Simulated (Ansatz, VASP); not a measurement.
# Two plane-wave programs on LiSi8O16

```
Si O Li
1.0
    -4.15200   -4.15200    0.00000
     4.15200   -4.15200    0.00000
     0.00000    0.00000    5.31800
Si O Li
8 16 1
Cartesian
  0.0154 -4.1865 -0.0235
  2.0396 -2.0609 1.2853
  -0.0073 -4.0147 2.6356
  2.0398 -2.0608 3.9856
  -0.0130 0.0394 -0.0235
  -2.0370 -2.0863 1.2854
  0.0100 -0.1328 2.6356
  -2.0373 -2.0863 3.9855
  1.3206 -2.9612 -0.0234
  0.7547 -0.8664 1.2666
  -1.2999 -5.3850 -0.0233
  3.3907 -3.2748 1.3448
  1.2897 -2.8885 2.6354
  0.7548 -0.8664 4.0044
  -1.3996 -5.2960 2.6352
  3.3909 -3.2748 3.9261
  -2.8496 -2.9141 -0.0233
  0.7637 -5.0243 1.3453
  -1.3182 -1.1860 -0.0234
  -0.7521 -3.2808 1.2670
  -2.7498 -3.0031 2.6352
  0.7636 -5.0243 3.9256
  -1.2872 -1.2585 2.6354
  -0.7522 -3.2808 4.0039
  0.0012 -6.2258 2.6347
```

Alike in both runs: functional PBE; k mesh 2 × 2 × 3; occupations gaussian, width 0.02 eV; collinear spin.

Ansatz relaxed the structure, and its values are those at the end. VASP's run is a single point on that final structure, the one shown.

```csv
,VASP,Ansatz
version,VASP 6.6.1,Ansatz 0.2.0
potentials or method,"VASP PAW PBE potentials, release 64 (Si, O, Li_sv), cutoff 520 eV","scalar-relativistic, plane waves, PAW"
valence electrons in the cell,131,131
```

```tsv
	VASP	Ansatz	Ansatz less VASP
rms of the force components (eV/Å)	0.016	0.004	-0.0116
net moment per atom (μB)	0.00	0.00	0.000
```

Ansatz's warnings: filled band counts differ across k points, seeded moment not kept.

The k mesh is coarse, so the values compare programs but aren't converged. Noted on VASP's run: the cutoff is short for stress, so the pressure is rough.
